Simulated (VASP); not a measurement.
Input of a VASP 6.6.1 run:

File INCAR:

```
PREC     = Accurate       # precision mode
ENCUT    = 520            # plane-wave cutoff, eV
EDIFF    = 1E-8           # SCF threshold, eV
ISMEAR   = -1             # smearing method
SIGMA    = 0.01           # smearing width, eV
LREAL    = False          # projectors in reciprocal space
LASPH    = True           # aspherical terms in the spheres
NELM     = 100            # most SCF steps
ALGO     = Normal         # electronic algorithm
ISIF     = 2              # what is computed and relaxed
LWAVE    = False          # write WAVECAR
LCHARG   = False          # write CHGCAR
LEFG     = True         
NBANDS   = 17             # bands
```

File KPOINTS:

```
regular mesh
0
Gamma
  7 7 7
```

Contents of POSCAR:

```
PbS
1.0
    0.0000000000      2.9550835380      2.9550835380
    2.9550835380      0.0000000000      2.9550835380
    2.9550835380      2.9550835380      0.0000000000
Pb S
1 1
Direct
    0.0000000000      0.0000000000      0.0000000000
    0.5000000000      0.5000000000      0.5000000000
```

Potentials or basis: VASP PAW LDA potentials, release 64 (Pb_d, S).

Launch:

```console
$ cat potpaw_LDA.64/Pb_d/POTCAR potpaw_LDA.64/S/POTCAR > POTCAR
$ mpirun -np 1 vasp_std > vasp.out
```

**Question.** What does it give for the pressure?

**Answer.** -2.0 GPa.

Caveat: without QUAD_EFG the Cq values of the log hold for a quadrupole moment of 1 mb, not for the nuclei.
